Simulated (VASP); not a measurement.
# Re2W (Pn-3m) in VASP: further runs

Runs on Re2W. Level: PBE. Tasks: single point, relaxation of cell and atoms.

Program: VASP 6.6.1. These are calculated values, not measurements. Logs are shortened: lines on timing, memory, paths and dates and some standing lists are left out, and cuts for length are marked.

## 1. The cell of the first run

The structure is cubic, space group Pn-3m (No. 224). The conventional cell has a = 5.326 Å, b = 5.326 Å, c = 5.326 Å, α = 90.00°, β = 90.00°, γ = 90.00°. Within 3.0 Å of Re (site symmetry -3m) lie 2 W at 2.31 Å. W (site symmetry -43m) has 4 Re at 2.31 Å within 3.0 Å.

## 2. Single point, PBE

Input file INCAR:

```
SYSTEM = Re2W
PREC = Accurate
ENCUT = 520
EDIFF = 1E-6
ISMEAR = 0
SIGMA = 0.1
LREAL = .FALSE.
LASPH = .TRUE.
NELM = 100
ALGO = Normal
ISIF = 2
LWAVE = .FALSE.
LCHARG = .FALSE.
GGA = PE
NBANDS = 37
```

Input file KPOINTS:

```
Automatic mesh
0
G
  8 8 8
  0 0 0
```

Input file POSCAR:

```
Re2W
1.0
    5.3256522559      0.0000000000      0.0000000000
    0.0000000000      5.3256522559      0.0000000000
    0.0000000000      0.0000000000      5.3256522559
Re W
4 2
Direct
    0.2500000000      0.7500000000      0.2500000000
    0.7500000000      0.2500000000      0.2500000000
    0.2500000000      0.2500000000      0.7500000000
    0.7500000000      0.7500000000      0.7500000000
    0.0000000000      0.0000000000      0.0000000000
    0.5000000000      0.5000000000      0.5000000000
```

Potentials or basis: VASP PAW PBE potentials, release 64 (Re, W_sv).

Run with:

```console
$ cat potpaw_PBE.64/Re/POTCAR potpaw_PBE.64/W_sv/POTCAR > POTCAR
$ mpirun -np 1 vasp_std > vasp.out
```

OUTCAR:

```text
SYSTEM = Re2W
   PREC = Accurate
   ENCUT = 520
   EDIFF = 1E-6
   ISMEAR = 0
   LREAL = .FALSE.
   LASPH = .TRUE.
   NELM = 100
   ISIF = 2
   GGA = PE

 ion  position               nearest neighbor table
   1  0.250  0.750  0.250-   5 2.31   6 2.31
   2  0.750  0.250  0.250-   5 2.31   6 2.31
   3  0.250  0.250  0.750-   5 2.31   6 2.31
   4  0.750  0.750  0.750-   5 2.31   6 2.31
   5  0.000  0.000  0.000-   1 2.31   2 2.31   3 2.31   4 2.31
   6  0.500  0.500  0.500-   1 2.31   2 2.31   3 2.31   4 2.31

  LATTYP: Found a simple cubic cell.
 ALAT       =     5.3256522559

  Lattice vectors:

 A1 = (   5.3256522559,   0.0000000000,   0.0000000000)
 A2 = (   0.0000000000,   5.3256522559,   0.0000000000)
 A3 = (   0.0000000000,   0.0000000000,   5.3256522559)

Analysis of symmetry for initial positions (statically):
=====================================================================
 Subroutine PRICEL returns:
 Original cell was already a primitive cell.

 Routine SETGRP: Setting up the symmetry group for a
 simple cubic supercell.

 Subroutine GETGRP returns: Found 48 space group operations
 (whereof 24 operations were pure point group operations)
 out of a pool of 48 trial point group operations.

The static configuration has the point symmetry T_d .
 The point group associated with its full space group is O_h .

Analysis of symmetry for dynamics (positions and initial velocities):
=====================================================================
 Subroutine PRICEL returns:
 Original cell was already a primitive cell.

 Routine SETGRP: Setting up the symmetry group for a
 simple cubic supercell.

 Subroutine GETGRP returns: Found 48 space group operations
 (whereof 24 operations were pure point group operations)
 out of a pool of 48 trial point group operations.

The dynamic configuration has the point symmetry T_d .
 The point group associated with its full space group is O_h .

 Subroutine INISYM returns: Found 48 space group operations
 (whereof 24 operations are pure point group operations),
 and found     1 'primitive' translations

----------------------------------------------------------------------------------------

                                     Primitive cell

  volume of cell :     151.0492

  direct lattice vectors                    reciprocal lattice vectors
     5.325652256  0.000000000  0.000000000     0.187770427  0.000000000  0.000000000
     0.000000000  5.325652256  0.000000000     0.000000000  0.187770427  0.000000000
     0.000000000  0.000000000  5.325652256     0.000000000  0.000000000  0.187770427

  length of vectors
     5.325652256  5.325652256  5.325652256     0.187770427  0.187770427  0.187770427

  position of ions in fractional coordinates (direct lattice)
     0.250000000  0.750000000  0.250000000
     0.750000000  0.250000000  0.250000000
     0.250000000  0.250000000  0.750000000
     0.750000000  0.750000000  0.750000000
     0.000000000  0.000000000  0.000000000
     0.500000000  0.500000000  0.500000000

  ion indices of the primitive-cell ions
   primitive index   ion index
                 1           1
                 2           2
                 3           3
                 4           4
                 5           5
                 6           6

----------------------------------------------------------------------------------------

 KPOINTS: Automatic mesh

Automatic generation of k-mesh.
 Grid dimensions read from file:
 generate k-points for:    8    8    8

 Generating k-lattice:

  Cartesian coordinates                     Fractional coordinates (reciprocal lattice)
     0.023471303  0.000000000  0.000000000     0.125000000  0.000000000  0.000000000
     0.000000000  0.023471303  0.000000000     0.000000000  0.125000000  0.000000000
     0.000000000  0.000000000  0.023471303     0.000000000  0.000000000  0.125000000

  Length of vectors
     0.023471303  0.023471303  0.023471303

  Shift w.r.t. Gamma in fractional coordinates (k-lattice)
     0.000000000  0.000000000  0.000000000

 Subroutine IBZKPT returns following result:
 ===========================================

 Found     35 irreducible k-points:

 Following reciprocal coordinates:
            Coordinates               Weight
  0.000000  0.000000  0.000000      1.000000
  0.125000  0.000000  0.000000      6.000000
  0.250000  0.000000  0.000000      6.000000
  0.375000  0.000000  0.000000      6.000000
  0.500000  0.000000  0.000000      3.000000
  0.125000  0.125000  0.000000     12.000000
[... 16 lines left out ...]
  0.375000  0.375000  0.125000     24.000000
  0.500000  0.375000  0.125000     24.000000
 [... further k-points ...]
   k-points           NKPTS =     35   k-points in BZ     NKDIM =     35   number of bands    NBANDS=     37
   number of dos      NEDOS =    301   number of ions     NIONS =      6
   total plane-waves  NPLWV =  64000
   dimension x,y,z NGX =    40 NGY =   40 NGZ =   40
   dimension x,y,z NGXF=    80 NGYF=   80 NGZF=   80
   ions per type =               4   2
   NGX,Y,Z   is equivalent  to a cutoff of  12.49, 12.49, 12.49 a.u.
   NGXF,Y,Z  is equivalent  to a cutoff of  24.97, 24.97, 24.97 a.u.
 SYSTEM =  Re2W
   PREC   = accura    normal or accurate (medium, high low for compatibility)
   ISTART =      0    job   : 0-new  1-cont  2-samecut
   ICHARG =      2    charge: 1-file 2-atom 10-const
   ISPIN  =      1    spin polarized calculation?
   LNONCOLLINEAR =      F non collinear calculations
   LSORBIT =      F    spin-orbit coupling
   LASPH  =      T    aspherical Exc in radial PAW
   ENCUT  =  520.0 eV  38.22 Ry    6.18 a.u.   9.90  9.90  9.90*2*pi/ulx,y,z
   NELM   =    100;   NELMIN=  2; NELMDL= -5     # of ELM steps
   EDIFF  = 0.1E-05   stopping-criterion for ELM
   LREAL  =      F    real-space projection
   EDIFFG = 0.1E-04   stopping-criterion for IOM
   NSW    =      0    number of steps for IOM
   IBRION =     -1    ionic relax: 0-MD 1-quasi-New 2-CG
   NFREE  =      0    steps in history (QN), initial steepest desc. (CG)
   ISIF   =      2    stress and relaxation
   ISYM   =      2    0-nonsym 1-usesym 2-fastsym
   POTIM  = 0.5000    time-step for ionic-motion
   TEBEG  =    0.0;   TEEND  =   0.0 temperature during run
   PSTRESS=    0.0 pullay stress
   NELECT =      56.0000    total number of electrons
   NUPDOWN=      -1.0000    fix difference up-down
   EMIN   =  10.00;   EMAX   =-10.00  energy-range for DOS
   EFERMI =   0.00;   METHOD = LEGACY
   ISMEAR =     0;   SIGMA  =   0.10  broadening in eV -4-tet -1-fermi 0-gaus
   EFERMI_NEDOS =   21; number of points for ismear=-14 and -15
   IALGO  =     38    algorithm
   IMIX   =      4    mixing-type and parameters
     AMIX     =   0.40;   BMIX     =  1.00
     AMIX_MAG =   1.60;   BMIX_MAG =  1.00
  volume/ion in A,a.u.               =      25.17       169.89
  Fermi-wavevector in a.u.,A,eV,Ry     =   1.176065  2.222441 18.818615  1.383129
  Thomas-Fermi vector in A             =   2.312435
   LORBIT       =      0    0 simple, 1 ext, 2 COOP (PROOUT), +10 PAW based schemes
   GGA     = PE    functional components
   LHFCALC =     F    Hartree Fock is set to
   AEXX    =    0.0000 exact exchange contribution
   IVDW    =     0    specifies the selected vdW correction
   LEPSILON=     F    determine dielectric tensor
   LRPA    =     F    only Hartree local field effects (RPA)
 non-spin polarized calculation
 Gauss-broadening in eV      SIGMA  =   0.10
  energy-cutoff  :      520.00
  volume of cell :      151.05
 maximum number of plane-waves:      4088
 NGX is ok and might be reduce to    40
   NGX = 19   NGY = 19   NGZ = 19

 number of electron      55.9999986 magnetization

 Free energy of the ion-electron system (eV)
  ---------------------------------------------------
  ext. energy  EPLUGINS =         0.00000000
  ---------------------------------------------------
  free energy    TOTEN  =       -52.86868514 eV

  energy without entropy =      -52.82744314  energy(sigma->0) =      -52.84806414

 E-fermi :   3.5995     XC(G=0): -10.5832

 val. band max:        3.5978306643   @ k =   0.3750   0.2500   0.0000
 cond. band min:       3.6060238397   @ k =   0.3750   0.2500   0.1250
 fundamental gap:      0.0081931754
 Fermi energy:         3.5994684527

 k-point     1 :       0.0000    0.0000    0.0000
  band No.  band energies     occupation
      1     -70.2395      2.00000
      2     -70.2089      2.00000
      3     -34.6900      2.00000
      4     -34.6900      2.00000
      5     -34.6900      2.00000
      6     -34.5390      2.00000
[... 29 lines left out ...]
     36       5.4229      0.00000
     37       5.4229      0.00000

 k-point     2 :       0.1250    0.0000    0.0000
  band No.  band energies     occupation
      1     -70.2383      2.00000
      2     -70.2101      2.00000
      3     -34.6893      2.00000
      4     -34.6893      2.00000
      5     -34.6844      2.00000
      6     -34.5448      2.00000
[... 29 lines left out ...]
     36       5.1803      0.00000
     37       5.3590      0.00000

 k-point     3 :       0.2500    0.0000    0.0000
  band No.  band energies     occupation
      1     -70.2350      2.00000
      2     -70.2134      2.00000
      3     -34.6873      2.00000
      4     -34.6873      2.00000
      5     -34.6681      2.00000
      6     -34.5613      2.00000
[... 29 lines left out ...]
     36       4.9489      0.00000
     37       5.2421      0.00000

 k-point     4 :       0.3750    0.0000    0.0000
  band No.  band energies     occupation
      1     -70.2300      2.00000
      2     -70.2184      2.00000
      3     -34.6852      2.00000
      4     -34.6852      2.00000
      5     -34.6437      2.00000
      6     -34.5859      2.00000
[... 29 lines left out ...]
     36       5.3443      0.00000
     37       5.4809      0.00000
[... 683 lines left out ...]
      1     -70.2283      2.00000
      2     -70.2201      2.00000
      3     -34.6857      2.00000
      4     -34.6851      2.00000
      5     -34.6343      2.00000
      6     -34.5952      2.00000
[... 29 lines left out ...]
     36       5.3986      0.00000
     37       5.6970      0.00000

 k-point    23 :       0.3750    0.3750    0.1250
  band No.  band energies     occupation
      1     -70.2296      2.00000
      2     -70.2188      2.00000
      3     -34.6865      2.00000
      4     -34.6854      2.00000
      5     -34.6399      2.00000
      6     -34.5896      2.00000
[... 29 lines left out ...]
     36       5.2001      0.00000
     37       5.8033      0.00000

 k-point    24 :       0.5000    0.3750    0.1250
  band No.  band energies     occupation
      1     -70.2296      2.00000
      2     -70.2188      2.00000
      3     -34.6860      2.00000
      4     -34.6858      2.00000
      5     -34.6408      2.00000
      6     -34.5886      2.00000
[... 29 lines left out ...]
     36       5.3498      0.00000
     37       5.4022      0.00000

 [... further k-points ...]
[... 5 lines left out ...]
  --------------------------------------------------------------------------------------
  -------------------------------------------------------------------------------------
  Total        1.1798103      1.1798103      1.1798103      0.0000000      0.0000000      0.0000000
  in kB       12.5142363     12.5142363     12.5142363      0.0000000      0.0000000      0.0000000
  external PRESSURE =      12.5142363 kB  Pullay stress =       0.0000000 kB

 VOLUME and BASIS-vectors are now :
 -----------------------------------------------------------------------------
  energy-cutoff  :      520.00
  volume of cell :      151.05
      direct lattice vectors                 reciprocal lattice vectors
     5.325652256  0.000000000  0.000000000     0.187770427  0.000000000  0.000000000
     0.000000000  5.325652256  0.000000000     0.000000000  0.187770427  0.000000000
     0.000000000  0.000000000  5.325652256     0.000000000  0.000000000  0.187770427

 POSITION                                       TOTAL-FORCE (eV/Angst)
 -----------------------------------------------------------------------------------
      1.33141      3.99424      1.33141        -0.000000      0.000000     -0.000000
      3.99424      1.33141      1.33141        -0.000000      0.000000      0.000000
      1.33141      1.33141      3.99424        -0.000000     -0.000000      0.000000
      3.99424      3.99424      3.99424         0.000000     -0.000000     -0.000000
      0.00000      0.00000      0.00000         0.000000      0.000000     -0.000000
      2.66283      2.66283      2.66283        -0.000000      0.000000      0.000000
 -----------------------------------------------------------------------------------
    total drift:                                0.000000      0.000000     -0.000000

  FREE ENERGIE OF THE ION-ELECTRON SYSTEM (eV)
  ---------------------------------------------------
  free  energy   TOTEN  =       -52.8686851377 eV

  energy  without entropy=      -52.8274431437  energy(sigma->0) =      -52.84806414
```

Run time: 2.2 min. Hardware: 1 thread of AMD EPYC 9R45 (Zen 5), shared host; peak memory 0.3 GiB.

What came out:

```
Free energy            : -52.8687 eV
Pressure               : 1.3 GPa
Band gap on the k mesh : zero (band 28 reaches 3.82 eV, above the bottom of band 29 at 3.00 eV)
```

Levels at points of the mesh, in eV from the Fermi level:
```tsv
k point	band 26	band 27	band 28	band 29	band 30	band 31
(0.00, 0.00, 0.00)	-0.40	-0.09	-0.09	-0.09	0.05	0.05
(0.50, 0.00, 0.00)	-0.20	-0.18	-0.18	0.31	0.31	1.09
(0.50, 0.50, 0.00)	-0.95	-0.51	-0.51	0.05	0.05	0.24
(0.50, 0.50, 0.50)	-0.77	-0.77	-0.60	-0.60	0.09	0.09
```

Caveat: spin-orbit coupling is left out, which moves the levels of the heavy elements.

(Part 1 of 2 ends here.)
